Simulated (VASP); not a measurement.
Runs of VASP 6.6.1 on ZnSe (Stilleite). The structure is that of space group F-43m (No. 216), or close to it. The cells are those of the table. 

```tsv
task	level	cell	k mesh	cutoff (eV)	smearing	gap on the mesh (eV)	pressure (GPa)
single point	r2SCAN	a = 4.006 Å, angles 60.0°, 2 atoms	8 × 8 × 8	520	gaussian 0.01 eV	(a)	0.1
relaxation of cell and atoms	PBEsol	relaxed from a = 4.053 Å, angles 60.0°, 2 atoms	8 × 8 × 8	600	fermi-dirac 0.02 eV	1.23	0.0
single point	PBE	a = 4.006 Å, angles 60.0°, 2 atoms	4 × 4 × 4	520	gaussian 0.01 eV	1.28	(b)
single point	r2SCAN	a = 4.084 Å, angles 60.0°, 2 atoms	6 × 6 × 6	550	gaussian 0.01 eV	1.62	-3.3
```

Alike in all rows: potentials or basis VASP PAW PBE potentials, release 64 (Zn, Se); no spin polarisation.

**Question.** Fill in the values left out.

**Answer.** (a) 1.87; (b) 2.8.

Caveats: some runs use coarse meshes; the PAW data sets were made with another functional, which shifts forces and pressure a little (some runs).

A k mesh can miss the band edges, and the runs leave out spin-orbit coupling on Se.
